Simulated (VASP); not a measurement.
A run of VASP 6.6.1:

INCAR

```
SYSTEM = In
  PREC = Accurate
  ENCUT = 520
  EDIFF = 1E-6
  ISMEAR = -1
  SIGMA = 0.05
  LREAL = .False.
  LASPH = .True.
  NELM = 80
  ALGO = Normal
  ISIF = 2
  LWAVE = .False.
  LCHARG = .False.
  GGA = PS
  NBANDS = 12
```

The input KPOINTS:

```
regular mesh
0
Gamma
  14 14 14
  0 0 0
```

The input POSCAR:

```
In
1.0
    2.8533803621      0.0000000000      0.0000000000
    0.0000000000      2.8533803621      0.0000000000
    0.0000000000      0.0000000000      2.8533803621
In
1
Direct
    0.0000000000      0.0000000000      0.0000000000
```

Potentials or basis: VASP PAW PBE potentials, release 64 (In_d).

Run with:

```sh
$ cat potpaw_PBE.64/In_d/POTCAR > POTCAR
$ mpirun -np 1 vasp_std > vasp.out
```

Hardware: 1 thread of Intel(R) Xeon(R) Platinum 8259CL CPU @ 2.50GHz (Skylake/Cascade Lake), with other jobs on the host.

Question: How long does it take, and how much memory?

Answer: Run time: 14 s on 1 thread of Intel(R) Xeon(R) Platinum 8259CL CPU @ 2.50GHz (Skylake/Cascade Lake) (shared host), peak memory 0.16 GiB. Counts: scf iterations 10, k points 120.
